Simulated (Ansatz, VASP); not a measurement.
**One calculation of Ti, two programs**

```
CELL_PARAMETERS angstrom
0.00000 2.03000 2.03000
2.03000 0.00000 2.03000
2.03000 2.03000 0.00000
ATOMIC_POSITIONS crystal
Ti 0.00000 0.00000 0.00000
```

Alike in both runs: task electric field gradients; functional LDA; k mesh 14 × 14 × 14; occupations fermi-dirac, width 0.05 eV; no spin polarisation.

```csv
,VASP,Ansatz
version,VASP 6.6.1,Ansatz 0.2.0
potentials or method,"VASP PAW LDA potentials, release 64 (Ti_sv)","PAW with Ansatz's default frozen-core files, scalar-relativistic"
plane-wave cutoff (eV),520,420
valence electrons in the cell,12,12
```

```csv
,VASP,Ansatz,Ansatz less VASP
pressure (GPa),-5.0,-4.9,+0.12
```

LDA's correlation is that of Perdew and Zunger in VASP and of Perdew and Wang (1992) in Ansatz.
